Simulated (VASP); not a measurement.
A run of VASP 6.6.1 is set up as follows.

File INCAR:

```
PREC = Accurate
ENCUT = 520
EDIFF = 1E-8
ISMEAR = -1
SIGMA = 0.05
LREAL = F
LASPH = T
NELM = 80
ALGO = Normal
ISIF = 2
LWAVE = F
LCHARG = F
LEFG = T
NBANDS = 14
```

KPOINTS

```
Automatic mesh
0
Gamma
  14 14 8
```

Contents of POSCAR:

```
Re
1.0
    2.6549590938      0.0000000000      0.0000000000
   -1.3274795469      2.2992620212      0.0000000000
    0.0000000000      0.0000000000      4.1620000000
Re
2
Direct
    0.3333333333      0.6666666667      0.2500000000
    0.6666666667      0.3333333333      0.7500000000
```

Potentials or basis: VASP PAW LDA potentials, release 64 (Re).

Run with:

```bash
$ cat potpaw_LDA.64/Re/POTCAR > POTCAR
$ mpirun -np 1 vasp_std > vasp.out
```

Task: Estimate the band gap on the k mesh.

Result: Zero (band 7 reaches 11.59 eV, above the bottom of band 8 at 7.45 eV).

Task: What does it give for the pressure?

Result: 67.7 GPa.

Stress tensor (GPa, compression positive):
```
60.92  0.00  0.00
 0.00 60.92  0.00
 0.00  0.00 81.28
```

Caveat: the cell differs from its parent crystal (equal xx and yy strain of +2 %); without QUAD_EFG the Cq values of the log hold for a quadrupole moment of 1 mb, not for the nuclei; spin-orbit coupling is left out, which moves the levels of the heavy elements.
